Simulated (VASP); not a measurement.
# Rh (Fm-3m) in VASP: a series of runs

Runs on Rh. Level: LDA. Tasks: single point.

All numbers are computed with VASP 6.6.1; they aren't measurements. Logs are shortened: lines on timing, memory, paths and dates and some standing lists are left out, and cuts for length are marked.

### Step 1. The cell of the first run

It takes space group Fm-3m (No. 225, cubic). The conventional cell has a = 3.755 Å, b = 3.755 Å, c = 3.755 Å, α = 90.00°, β = 90.00°, γ = 90.00°. Rh (site symmetry m-3m) has 12 Rh at 2.66 Å within 3.5 Å.

### Step 2. Single point, LDA

Input file INCAR:

```
PREC = Accurate
ENCUT = 520
EDIFF = 1E-7
ISMEAR = -1
SIGMA = 1.0
LREAL = False
LASPH = True
NELM = 100
ALGO = Normal
ISIF = 2
LWAVE = False
LCHARG = True
LELF = True
LVHAR = True
NBANDS = 14
```

Input file KPOINTS:

```
Automatic mesh
0
Gamma
  14 14 14
```

Input file POSCAR:

```
Rh
1.0
    0.0000000000      1.8776226225      1.8776226225
    1.8776226225      0.0000000000      1.8776226225
    1.8776226225      1.8776226225      0.0000000000
Rh
1
Direct
    0.0000000000      0.0000000000      0.0000000000
```

Potentials or basis: VASP PAW LDA potentials, release 64 (Rh_pv).

Started as:

```console
> cat potpaw_LDA.64/Rh_pv/POTCAR > POTCAR
> mpirun -np 1 vasp_std > vasp.out
```

OUTCAR:

```text
PREC = Accurate
   ENCUT = 520
   EDIFF = 1E-7
   ISMEAR = -1
   LREAL = False
   LASPH = True
   NELM = 100
   ISIF = 2

 ion  position               nearest neighbor table
   1  0.000  0.000  0.000-

  LATTYP: Found a face centered cubic cell.
 ALAT       =     3.7552452450

  Lattice vectors:

 A1 = (   0.0000000000,   1.8776226225,   1.8776226225)
 A2 = (   1.8776226225,   0.0000000000,   1.8776226225)
 A3 = (   1.8776226225,   1.8776226225,   0.0000000000)

Analysis of symmetry for initial positions (statically):
=====================================================================
 Subroutine PRICEL returns:
 Original cell was already a primitive cell.

 Routine SETGRP: Setting up the symmetry group for a
 face centered cubic supercell.

 Subroutine GETGRP returns: Found 48 space group operations
[... 9 lines left out ...]

 Routine SETGRP: Setting up the symmetry group for a
 face centered cubic supercell.

 Subroutine GETGRP returns: Found 48 space group operations
[... 11 lines left out ...]
                                     Primitive cell

  volume of cell :      13.2390

  direct lattice vectors                    reciprocal lattice vectors
     0.000000000  1.877622622  1.877622622    -0.266294192  0.266294192  0.266294192
     1.877622622  0.000000000  1.877622622     0.266294192 -0.266294192  0.266294192
     1.877622622  1.877622622  0.000000000     0.266294192  0.266294192 -0.266294192

  length of vectors
     2.655359378  2.655359378  2.655359378     0.461235071  0.461235071  0.461235071

  position of ions in fractional coordinates (direct lattice)
     0.000000000  0.000000000  0.000000000

  ion indices of the primitive-cell ions
   primitive index   ion index
                 1           1

----------------------------------------------------------------------------------------

 KPOINTS: Automatic mesh

Automatic generation of k-mesh.
 Grid dimensions read from file:
 generate k-points for:   14   14   14

 Generating k-lattice:

  Cartesian coordinates                     Fractional coordinates (reciprocal lattice)
    -0.019021014  0.019021014  0.019021014     0.071428571  0.000000000  0.000000000
     0.019021014 -0.019021014  0.019021014     0.000000000  0.071428571  0.000000000
     0.019021014  0.019021014 -0.019021014     0.000000000  0.000000000  0.071428571

  Length of vectors
     0.032945362  0.032945362  0.032945362

  Shift w.r.t. Gamma in fractional coordinates (k-lattice)
     0.000000000  0.000000000  0.000000000

 Subroutine IBZKPT returns following result:
 ===========================================

 Found    104 irreducible k-points:

 Following reciprocal coordinates:
            Coordinates               Weight
  0.000000  0.000000  0.000000      1.000000
  0.071429  0.000000  0.000000      8.000000
  0.142857  0.000000  0.000000      8.000000
  0.214286  0.000000  0.000000      8.000000
  0.285714  0.000000  0.000000      8.000000
  0.357143  0.000000  0.000000      8.000000
[... 16 lines left out ...]
  0.214286  0.142857  0.000000     24.000000
  0.285714  0.142857  0.000000     24.000000
 [... further k-points ...]
   k-points           NKPTS =    104   k-points in BZ     NKDIM =    104   number of bands    NBANDS=     14
   number of dos      NEDOS =    301   number of ions     NIONS =      1
   total plane-waves  NPLWV =   8000
   dimension x,y,z NGX =    20 NGY =   20 NGZ =   20
   dimension x,y,z NGXF=    40 NGYF=   40 NGZF=   40
   ions per type =               1
   NGX,Y,Z   is equivalent  to a cutoff of  12.52, 12.52, 12.52 a.u.
   NGXF,Y,Z  is equivalent  to a cutoff of  25.04, 25.04, 25.04 a.u.
 SYSTEM =  unknown system
   PREC   = accura    normal or accurate (medium, high low for compatibility)
   ISTART =      0    job   : 0-new  1-cont  2-samecut
   ICHARG =      2    charge: 1-file 2-atom 10-const
   ISPIN  =      1    spin polarized calculation?
   LNONCOLLINEAR =      F non collinear calculations
   LSORBIT =      F    spin-orbit coupling
   LASPH  =      T    aspherical Exc in radial PAW
   ENCUT  =  520.0 eV  38.22 Ry    6.18 a.u.   4.94  4.94  4.94*2*pi/ulx,y,z
   NELM   =    100;   NELMIN=  2; NELMDL= -5     # of ELM steps
   EDIFF  = 0.1E-06   stopping-criterion for ELM
   LREAL  =      F    real-space projection
   EDIFFG = 0.1E-05   stopping-criterion for IOM
   NSW    =      0    number of steps for IOM
   IBRION =     -1    ionic relax: 0-MD 1-quasi-New 2-CG
[... 8 lines left out ...]
   EMIN   =  10.00;   EMAX   =-10.00  energy-range for DOS
   EFERMI =   0.00;   METHOD = LEGACY
   ISMEAR =    -1;   SIGMA  =   1.00  broadening in eV -4-tet -1-fermi 0-gaus
   EFERMI_NEDOS =   21; number of points for ismear=-14 and -15
   IALGO  =     38    algorithm
   IMIX   =      4    mixing-type and parameters
     AMIX     =   0.40;   BMIX     =  1.00
     AMIX_MAG =   1.60;   BMIX_MAG =  1.00
  volume/ion in A,a.u.               =      13.24        89.34
  Fermi-wavevector in a.u.,A,eV,Ry     =   1.706686  3.225169 39.630735  2.912777
  Thomas-Fermi vector in A             =   2.785677
   LORBIT       =      0    0 simple, 1 ext, 2 COOP (PROOUT), +10 PAW based schemes
   GGA     = CA    functional components
   LHFCALC =     F    Hartree Fock is set to
   AEXX    =    0.0000 exact exchange contribution
   IVDW    =     0    specifies the selected vdW correction
   LEPSILON=     F    determine dielectric tensor
   LRPA    =     F    only Hartree local field effects (RPA)
 non-spin polarized calculation
  energy-cutoff  :      520.00
  volume of cell :       13.24
 maximum number of plane-waves:       368
   NGX =  9   NGY =  9   NGZ =  9

 number of electron      15.0000002 magnetization

 Free energy of the ion-electron system (eV)
  ---------------------------------------------------
  ext. energy  EPLUGINS =         0.00000000
  ---------------------------------------------------
  free energy    TOTEN  =       -10.47791991 eV

  energy without entropy =       -7.30434728  energy(sigma->0) =       -8.89113360

 E-fermi :  12.7566     XC(G=0): -14.5816

 val. band max:       12.7455826488   @ k =   0.3571   0.1429   0.0000
 cond. band min:      12.7567278147   @ k =  -0.3571   0.2143   0.0714
 fundamental gap:      0.0111451659
 Fermi energy:        12.7566135024

 k-point     1 :       0.0000    0.0000    0.0000
  band No.  band energies     occupation
      1     -33.6256      2.00000
      2     -33.6256      2.00000
      3     -33.6256      2.00000
      4       4.1145      1.99965
      5       9.2436      1.94211
      6       9.2436      1.94211
      7       9.2436      1.94211
      8      11.4815      1.56324
      9      11.4815      1.56324
     10      28.3399      0.00000
     11      32.9465      0.00000
     12      33.9338      0.00000
     13      33.9338      0.00000
     14      33.9338      0.00000

 k-point     2 :       0.0714    0.0000    0.0000
  band No.  band energies     occupation
      1     -33.6698      2.00000
      2     -33.6315      2.00000
      3     -33.6315      2.00000
      4       4.3278      1.99956
      5       9.1460      1.94735
      6       9.3282      1.93716
      7       9.3282      1.93716
      8      11.4329      1.57960
      9      11.4329      1.57960
     10      28.6629      0.00000
     11      32.8581      0.00000
     12      32.9578      0.00000
     13      34.2579      0.00000
     14      34.2579      0.00000

 k-point     3 :       0.1429    0.0000    0.0000
  band No.  band energies     occupation
      1     -33.7925      2.00000
      2     -33.6479      2.00000
      3     -33.6479      2.00000
      4       4.9162      1.99921
      5       8.9367      1.95708
      6       9.5239      1.92409
      7       9.5239      1.92409
      8      11.3591      1.60358
      9      11.3591      1.60358
     10      29.4629      0.00000
     11      30.8874      0.00000
     12      32.9477      0.00000
     13      35.1802      0.00000
     14      35.1802      0.00000

 k-point     4 :       0.2143    0.0000    0.0000
  band No.  band energies     occupation
      1     -33.9674      2.00000
      2     -33.6716      2.00000
      3     -33.6716      2.00000
      4       5.6674      1.99833
      5       8.8921      1.95891
      6       9.6451      1.91473
      7       9.6451      1.91473
      8      11.4704      1.56702
      9      11.4704      1.56702
     10      28.8035      0.00000
     11      30.1428      0.00000
     12      32.9470      0.00000
     13      36.5381      0.00000
     14      36.5381      0.00000

 k-point     5 :       0.2857    0.0000    0.0000
  band No.  band energies     occupation
      1     -34.1582      2.00000
      2     -33.6977      2.00000
      3     -33.6977      2.00000
      4       6.1314      1.99735
      5       9.4960      1.92611
      6       9.5539      1.92187
      7       9.5539      1.92187
      8      11.9049      1.40184
      9      11.9049      1.40184
     10      26.6792      0.00000
     11      29.8242      0.00000
[... 276 lines left out ...]
 k-point    22 :       0.1429    0.1429    0.0000
  band No.  band energies     occupation
      1     -33.7873      2.00000
      2     -33.6853      2.00000
      3     -33.6853      2.00000
      4       5.1863      1.99897
      5       8.5321      1.97116
      6       9.8355      1.89776
      7       9.8355      1.89776
      8      10.7496      1.76307
      9      11.7649      1.45886
     10      29.9844      0.00000
     11      32.0388      0.00000
     12      32.9482      0.00000
     13      33.8775      0.00000
     14      33.8775      0.00000

 k-point    23 :       0.2143    0.1429    0.0000
  band No.  band energies     occupation
      1     -33.9009      2.00000
      2     -33.7150      2.00000
      3     -33.7079      2.00000
      4       5.7946      1.99811
      5       8.2389      1.97841
      6       9.9460      1.88650
      7      10.1087      1.86777
      8      10.7554      1.76184
      9      11.9296      1.39144
     10      30.6243      0.00000
     11      30.8824      0.00000
     12      32.9467      0.00000
     13      33.7033      0.00000
     14      34.2385      0.00000

 k-point    24 :       0.2857    0.1429    0.0000
  band No.  band energies     occupation
      1     -34.0569      2.00000
      2     -33.7444      2.00000
      3     -33.7352      2.00000
      4       6.4469      1.99637
      5       8.1529      1.98017
      6       9.5960      1.91865
      7      10.2106      1.85460
      8      11.5404      1.54281
      9      12.2645      1.24121
     10      28.6675      0.00000
     11      31.0511      0.00000
     12      32.9459      0.00000
     13      33.4743      0.00000
     14      34.6480      0.00000

 [... further k-points ...]
[... 5 lines left out ...]
  --------------------------------------------------------------------------------------
  -------------------------------------------------------------------------------------
  Total        2.1953707      2.1953707      2.1953707      0.0000000      0.0000000      0.0000000
  in kB      265.6828522    265.6828522    265.6828522      0.0000000      0.0000000      0.0000000
  external PRESSURE =     265.6828522 kB  Pullay stress =       0.0000000 kB

 VOLUME and BASIS-vectors are now :
 -----------------------------------------------------------------------------
  energy-cutoff  :      520.00
  volume of cell :       13.24
      direct lattice vectors                 reciprocal lattice vectors
     0.000000000  1.877622622  1.877622622    -0.266294192  0.266294192  0.266294192
     1.877622622  0.000000000  1.877622622     0.266294192 -0.266294192  0.266294192
     1.877622622  1.877622622  0.000000000     0.266294192  0.266294192 -0.266294192

 POSITION                                       TOTAL-FORCE (eV/Angst)
 -----------------------------------------------------------------------------------
      0.00000      0.00000      0.00000        -0.000000     -0.000000      0.000000
 -----------------------------------------------------------------------------------
    total drift:                                0.000000     -0.000000      0.000000

  FREE ENERGIE OF THE ION-ELECTRON SYSTEM (eV)
  ---------------------------------------------------
  free  energy   TOTEN  =       -10.4779199084 eV

  energy  without entropy=       -7.3043472821  energy(sigma->0) =       -8.89113360
```

Wall time 6 s (1 thread of Intel Xeon 6975P-C (Granite Rapids), shared host); peak memory 0.13 GiB.

What came out:

- Free energy: -10.4779 eV
- Pressure: 26.6 GPa

(Part 1 of 2 ends here.)
